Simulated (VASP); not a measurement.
Input of a VASP 6.6.1 run:

The input INCAR:

```
PREC = Accurate ; ENCUT = 520
EDIFF = 1E-6 ; ISMEAR = 0
SIGMA = 0.05 ; LREAL = F
LASPH = T ; NELM = 200
ALGO = Normal ; ISIF = 2
LWAVE = F ; LCHARG = T
ISPIN = 2 ; MAGMOM = 2.93 3.67 4.33 4.31 3.63 3.03 0.25 0.25 0.25 0.26 0.26 0.26 0 0
LORBIT = 11 ; LMAXMIX = 4
LDAU = T ; LDAUTYPE = 2
LDAUL = 2 -1 -1 ; LDAUU = 5.3 0 0
LDAUJ = 0 0 0 ; LDAUPRINT = 1
LDIPOL = T ; IDIPOL = 3
DIPOL = 0.5 0.5 0.472 ; GGA = PE
LVHAR = T ; LVACPOTAV = T
NBANDS = 64 ; GGA_COMPAT = F
NELMDL = -8 ; KPAR = 4
```

The input KPOINTS:

```
Automatic mesh
0
Gamma
  6 6 1
```

File POSCAR:

```
Fe6CO7
1.0
    5.1753166770      0.0000000000      0.0000000000
   -2.5876583385      4.4819557149      0.0000000000
    0.0000000000      0.0000000000     25.3926752111
Fe O C
6 7 1
Direct
    0.3333333333      0.6666666667      0.3347422014
    0.0000000000      0.0000000000      0.3582027534
    0.6666666667      0.3333333333      0.4262439632
    0.3333333333      0.6666666667      0.4460969767
    0.0000000000      0.0000000000      0.4778014600
    0.6666666667      0.3333333333      0.5294363543
    0.3333333333      0.3639643707      0.3922233582
    0.6360356293      0.9693689627      0.3922233582
    0.0306310373      0.6666666667      0.3922233582
    0.6301120699      0.6380555811      0.4917942046
    0.3619444189     -0.0079435111      0.4917942046
    1.0079435111      0.3698879301      0.4917942046
    0.3333333333      0.6666666667      0.7159549820
    0.3333333333      0.6666666667      0.6712303288
```

Potentials or basis: VASP PAW PBE potentials, release 64 (Fe, O, C).

Command:

```console
$ cat potpaw_PBE.64/Fe/POTCAR potpaw_PBE.64/O/POTCAR potpaw_PBE.64/C/POTCAR > POTCAR
$ mpirun -np 4 vasp_std > vasp.out
```

**Question.** Predict the site moments.

**Answer.** Fe +3.94, +3.82, +3.83, +4.40, +3.81, +3.78; O +0.21, +0.19, +0.00 (each value once); C +0.00 μB.

**Question.** What does it give for the largest force?

**Answer.** 1.453 eV/Å.

**Question.** What does it give for the net moment?

**Answer.** 25.93 μB per cell.

Forces on the atoms (eV/Å):
```
Fe   0.000  0.000  1.370
Fe   0.000  0.000  1.453
Fe   0.000  0.000 -0.144
Fe   0.000  0.000  0.241
Fe   0.000  0.000  0.119
Fe   0.000  0.000 -0.423
O   -0.537 -0.155 -0.657
O    0.402 -0.388 -0.657
O    0.134  0.542 -0.657
O   -0.031  0.074 -0.214
O   -0.049 -0.064 -0.214
O    0.080 -0.010 -0.214
O    0.000  0.000  0.995
C    0.000  0.000 -0.996
```

Caveat: the run started ferromagnetic, and an antiferromagnetic order may lie lower in energy. The state reached can hang on the start; a lower one may exist.
